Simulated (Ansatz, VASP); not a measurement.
## Two plane-wave programs on Li2CaSc2

```
CELL_PARAMETERS angstrom
3.36022 0.00000 0.00000
0.00000 3.36022 0.00000
0.00000 0.00000 11.21322
ATOMIC_POSITIONS crystal
Li 0.50000 0.50000 0.00000
Li 0.00000 0.00000 0.00000
Ca 0.50000 0.50000 0.50000
Sc 0.00000 0.00000 0.25220
Sc 0.00000 0.00000 0.74780
```

Alike in both runs: functional PBE; k mesh 6 × 6 × 2; occupations gaussian, width 0.1 eV; no spin polarisation.

Ansatz relaxed the structure, and its values are those at the end. VASP's run is a single point on that final structure, the one shown.

```csv
,VASP,Ansatz
version,VASP 6.6.1,Ansatz 0.2.0
potentials or method,"VASP PAW PBE potentials, release 64 (Li_sv, Ca_sv, Sc_sv), cutoff 520 eV","scalar-relativistic, plane waves, PAW"
valence electrons in the cell,38,38
```

|  | VASP | Ansatz | Ansatz less VASP |
| --- | --- | --- | --- |
| gap on the k mesh at the Fermi level (eV) | none | none | - |
| rms of the force components (eV/Å) | 0.013 | 0.012 | -0.0013 |

A gap of «none» marks a metal or a gap that the smearing closes.

Noted on VASP's run: the cutoff is short for stress, so the pressure is rough.
